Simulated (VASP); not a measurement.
# ScAl2 (Fd-3m) in VASP: a series of runs, part 2 of 2

VASP 6.6.1. Earlier steps stand in the parts before.

### 3 Relaxation of cell and atoms, LDA

This run uses another cell than the first one, of 18.19 Å³/atom.

INCAR reads:

```
SYSTEM = ScAl2
  ALGO = Fast
  EDIFF = 1E-7
  EDIFFG = -0.005
  ENCUT = 600
  IBRION = 2
  ISIF = 3
  ISMEAR = 0
  LASPH = .True.
  LCHARG = .False.
  LREAL = .False.
  LWAVE = .False.
  NELM = 60
  NSW = 70
  PREC = Accurate
  SIGMA = 0.1
```

KPOINTS reads:

```
k-points
0
Gamma
  8 8 8
  0 0 0
```

POSCAR reads:

```
ScAl2
1.0
    0.0000000000      3.7932976860      3.7932976860
    3.7932976860      0.0000000000      3.7932976860
    3.7932976860      3.7932976860      0.0000000000
Sc Al
2 4
Direct
    0.5000000000      0.5000000000      0.5000000000
    0.7500000000      0.7500000000      0.7500000000
    0.1250000000      0.1250000000      0.1250000000
    0.6250000000      0.1250000000      0.1250000000
    0.1250000000      0.6250000000      0.1250000000
    0.1250000000      0.1250000000      0.6250000000
```

Potentials or basis: VASP PAW LDA potentials, release 64 (Sc_sv, Al).

Command:

```bash
$ cat potpaw_LDA.64/Sc_sv/POTCAR potpaw_LDA.64/Al/POTCAR > POTCAR
$ mpirun -np 1 vasp_std > vasp.out
```

OUTCAR:

```text
SYSTEM = ScAl2
   EDIFF = 1E-7
   EDIFFG = -0.005
   ENCUT = 600
   IBRION = 2
   ISIF = 3
   ISMEAR = 0
   LASPH = .True.
   LREAL = .False.
   NELM = 60
   NSW = 70
   PREC = Accurate

 ion  position               nearest neighbor table
   1  0.500  0.500  0.500-   5 3.15   6 3.15   4 3.15   6 3.15   3 3.15   4 3.15   5 3.15   3 3.15
                             3 3.15   4 3.15   5 3.15   6 3.15   2 3.29   2 3.29   2 3.29   2 3.29
   2  0.750  0.750  0.750-   3 3.15   4 3.15   5 3.15   4 3.15   6 3.15   5 3.15   6 3.15   4 3.15
                             5 3.15   3 3.15   6 3.15   3 3.15   1 3.29   1 3.29   1 3.29   1 3.29
   3  0.125  0.125  0.125-   4 2.68   5 2.68   6 2.68   6 2.68   5 2.68   4 2.68   1 3.15   2 3.15
                             1 3.15   2 3.15   1 3.15   2 3.15
   4  0.625  0.125  0.125-   3 2.68   6 2.68   5 2.68   3 2.68   5 2.68   6 2.68   2 3.15   1 3.15
                             2 3.15   1 3.15   1 3.15   2 3.15
   5  0.125  0.625  0.125-   3 2.68   6 2.68   3 2.68   4 2.68   6 2.68   4 2.68   1 3.15   2 3.15
[... 286 lines left out ...]
  free energy    TOTEN  =       -33.23938508 eV

  energy without entropy =      -33.21515280  energy(sigma->0) =      -33.22726894

 E-fermi :   6.6124     XC(G=0): -10.6829

 val. band max:        6.5608376422   @ k =  -0.2500   0.1250   0.0000
 cond. band min:       6.6258335143   @ k =  -0.3750   0.3750   0.1250
 fundamental gap:      0.0649958721
 Fermi energy:         6.6124357026

 k-point     1 :       0.0000    0.0000    0.0000
  band No.  band energies     occupation
      1     -41.9859      2.00000
      2     -41.9362      2.00000
      3     -21.0318      2.00000
      4     -21.0318      2.00000
      5     -21.0318      2.00000
      6     -20.9048      2.00000
[... 565 lines left out ...]
     20       8.0819      0.00000
     21       8.2408      0.00000

 [... further k-points ...]
[... 5 lines left out ...]
  --------------------------------------------------------------------------------------
  -------------------------------------------------------------------------------------
  Total        0.0084997      0.0084997      0.0084997     -0.0000000      0.0000000      0.0000000
  in kB        0.1313944      0.1313944      0.1313944     -0.0000000      0.0000000      0.0000000
  external PRESSURE =       0.1313944 kB  Pullay stress =       0.0000000 kB
[... 21 lines left out ...]
  FREE ENERGIE OF THE ION-ELECTRON SYSTEM (eV)
  ---------------------------------------------------
  free  energy   TOTEN  =       -33.2393850799 eV

  energy  without entropy=      -33.2151528004  energy(sigma->0) =      -33.22726894

 reached required accuracy - stopping structural energy minimisation
```

CONTCAR:

```text
ScAl2
   1.00000000000000
     0.0000000000000000    3.7282270390314767    3.7282270390314767
     3.7282270390314767   -0.0000000000000000    3.7282270390314767
     3.7282270390314767    3.7282270390314767    0.0000000000000000
  Sc              Al
     2     4
Direct
     0.5000000000000000    0.5000000000000000    0.5000000000000000
     0.7500000000000000    0.7500000000000000    0.7500000000000000
     0.1250000000000000    0.1250000000000000    0.1250000000000000
     0.6250000000000000    0.1250000000000000    0.1250000000000000
     0.1250000000000000    0.6250000000000000    0.1250000000000000
     0.1250000000000000    0.1250000000000000    0.6250000000000000

  0.00000000E+00  0.00000000E+00  0.00000000E+00
  0.00000000E+00  0.00000000E+00  0.00000000E+00
  0.00000000E+00  0.00000000E+00  0.00000000E+00
  0.00000000E+00  0.00000000E+00  0.00000000E+00
  0.00000000E+00  0.00000000E+00  0.00000000E+00
  0.00000000E+00  0.00000000E+00  0.00000000E+00
```

Wall time 12 min (1 thread of Intel Xeon 8259CL, shared host); peak memory 0.3 GiB.

What came out:

* Free energy: -33.2394 eV
* Relaxed volume: 17.27 Å³/atom
* Relaxed cell: a = 5.273 Å, b = 5.273 Å, c = 5.273 Å, α = 60.00°, β = 60.00°, γ = 60.00°
* Space group after relaxing (to 0.1 Å): Fd-3m (No. 227)
* Energy gained by relaxing: 13.7 meV/atom
* Ionic steps: 3
* Pressure after relaxing: 0.0 GPa
* Band gap on the k mesh: zero (bands 17 and 18 overlap by 2.41 eV)

Step by step:
| step | energy change (eV) | largest force (eV/Å) | pressure (GPa) | volume (Å³) |
| --- | --- | --- | --- | --- |
| 1 | 0.0000 | 0.0000 | -4.55 | 109.16 |
| 2 | -0.0637 | 0.0000 | 2.44 | 101.20 |
| 3 | -0.0820 | 0.0000 | 0.01 | 103.64 |

Final structure:
```
Sc Al
1.0
     0.00000    3.72823    3.72823
     3.72823    0.00000    3.72823
     3.72823    3.72823    0.00000
Sc Al
2 4
Direct
  0.50000 0.50000 0.50000
  0.75000 0.75000 0.75000
  0.12500 0.12500 0.12500
  0.62500 0.12500 0.12500
  0.12500 0.62500 0.12500
  0.12500 0.12500 0.62500
```
